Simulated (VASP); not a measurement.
Here is a VASP 6.6.1 calculation.

INCAR

```
PREC = Accurate ; ENCUT = 600
EDIFF = 1E-6 ; ISMEAR = 0
SIGMA = 0.1 ; LREAL = False
LASPH = True ; NELM = 200
ALGO = Normal ; ISIF = 2
LWAVE = False ; LCHARG = False
LDAU = True ; LDAUTYPE = 2
LDAUL = -1 1 ; LDAUU = 0 2.2
LDAUJ = 0 0 ; LDAUPRINT = 1
GGA = PE ; IVDW = 12
NBANDS = 16 ; GGA_COMPAT = False
```

The input KPOINTS:

```
regular mesh
0
Gamma
  3 3 1
```

POSCAR

```
BN
1.0
    2.5539396017      0.0000000000      0.0000000000
   -1.2769698009      2.2117765748      0.0000000000
    0.0000000000      0.0000000000      4.2268550000
B N
2 2
Direct
    0.6666666667      0.3333333333      0.9997240000
    0.3333333333      0.6666666667      0.4997240000
    0.6666666667      0.3333333333      0.6252760000
    0.3333333333      0.6666666667      0.1252760000
```

Potentials or basis: VASP PAW PBE potentials, release 64 (B, N).

Run with:

```console
$ cat potpaw_PBE.64/B/POTCAR potpaw_PBE.64/N/POTCAR > POTCAR
$ mpirun -np 1 vasp_std > vasp.out
```

Problem. What does it give for the pressure?

Solution. -0.4 GPa.

Problem. Estimate the dispersion energy per atom.

Solution. -0.207 eV.

Problem. Predict the largest force.

Solution. 1.309 eV/Å.

Problem. Predict the band gap on the k mesh.

Solution. 5.11 eV (least direct gap 8.23 eV).

Stress tensor (GPa, compression positive):
```
 12.18   0.00   0.00
  0.00  12.18   0.00
  0.00   0.00 -25.49
```

Caveat: the k points lie up to 1.49 Å⁻¹ apart; an odd mesh through Γ misses points on the zone boundary, where band edges can lie; forces of over 1 eV/Å act on the atoms, so gaps and moduli don't describe the material at rest.
